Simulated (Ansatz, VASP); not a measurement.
**Two plane-wave programs on FeO**

```xyz
2
Lattice="-1.6021 1.6021 2.0834 1.6021 -1.6021 2.0834 1.6021 1.6021 -2.0834" Properties=species:S:1:pos:R:3 pbc="T T T"
Fe    0.0000    0.0000    0.0000
O     0.0000    0.0000    2.0834
```

Alike in both runs: functional PBEsol-based screened hybrid with a share of 0.25 of exact exchange and HFSCREEN = 0.207; k mesh 6 × 6 × 6; occupations fermi-dirac, width 0.05 eV; collinear spin.

|  | VASP | Ansatz |
| --- | --- | --- |
| version | VASP 6.6.1 | Ansatz 0.2.0 |
| potentials or method | VASP PAW PBE potentials, release 64 (Fe, O) | Ansatz PAW |
| plane-wave cutoff (eV) | 520 | 420 |
| valence electrons in the cell | 14 | 22 |
| task | single point | band structure |

```tsv
	VASP	Ansatz	Ansatz less VASP
gap on the k mesh at the Fermi level (eV)	1.09	1.06	-0.029
least direct gap on the mesh (eV)	1.11	1.08	-0.034
pressure (GPa)	-9.6	-10.1	-0.52
traceless stress, the component that is largest in VASP (GPa)	-4.21	-4.54	-0.328
net moment per atom (μB)	2.00	2.00	0.000
size of the moment on the site where the two differ most (μB)	3.68	3.45	-0.232
```

VASP's potentials were made for PBE, not for PBEsol-based screened hybrid. Site moments also hang on the region over which each program counts them. The functional is the same, so the differences come from potentials, cutoffs and numerics. VASP's potentials hold 14 valence electrons a cell and Ansatz's 22, so a difference there can come from the potentials and not from the codes.

The k mesh is coarse, so the values compare programs but aren't converged. Noted on Ansatz's run: the magnetic or orbital state may not be the lowest.
